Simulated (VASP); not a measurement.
Here is a VASP 6.6.1 calculation.

INCAR

```
SYSTEM = BaCrF6
PREC = Accurate
ENCUT = 700
EDIFF = 1E-6
ISMEAR = 0
SIGMA = 0.05
LREAL = .FALSE.
LASPH = .TRUE.
NELM = 200
ALGO = Normal
ISIF = 2
LWAVE = .FALSE.
LCHARG = .FALSE.
ISPIN = 2
MAGMOM = 0 0 0 0 0 0 0 0
LORBIT = 11
NUPDOWN = 0.0
LMAXMIX = 4
LDAU = .TRUE.
LDAUTYPE = 1
LDAUL = -1 2 -1
LDAUU = 0 4 0
LDAUJ = 0 0.5 0
LDAUPRINT = 1
GGA = CA
NBANDS = 47
GGA_COMPAT = .FALSE.
```

KPOINTS

```
Automatic mesh
0
G
  4 4 4
  0 0 0
```

File POSCAR:

```
BaCrF6
1.0
    3.6639988200      2.1154107000      2.3789998200
   -3.6639988200      2.1154107000      2.3789998200
    0.0000000000     -4.2308214000      2.3789998200
Ba Cr F
1 1 6
Direct
    0.5000000000      0.5000000000      0.5000000000
    0.0000000000      0.0000000000      0.0000000000
    0.2600000000      0.8970000000      0.2600000000
    0.2600000000      0.2600000000      0.8970000000
    0.8970000000      0.2600000000      0.2600000000
    0.7400000000      0.1030000000      0.7400000000
    0.1030000000      0.7400000000      0.7400000000
    0.7400000000      0.7400000000      0.1030000000
```

Potentials or basis: VASP PAW LDA potentials, release 64 (Ba_sv, Cr_sv, F).

Command:

```console
$ cat potpaw_LDA.64/Ba_sv/POTCAR potpaw_LDA.64/Cr_sv/POTCAR potpaw_LDA.64/F/POTCAR > POTCAR
$ mpirun -np 1 vasp_std > vasp.out
```

(1) Predict the pressure.

(2) Predict the largest force.

## Answers

(1) -4.6 GPa.

(2) 0.497 eV/Å.

Caveat: the cell stands under tension; the total moment is fixed, so each spin has its own Fermi level.
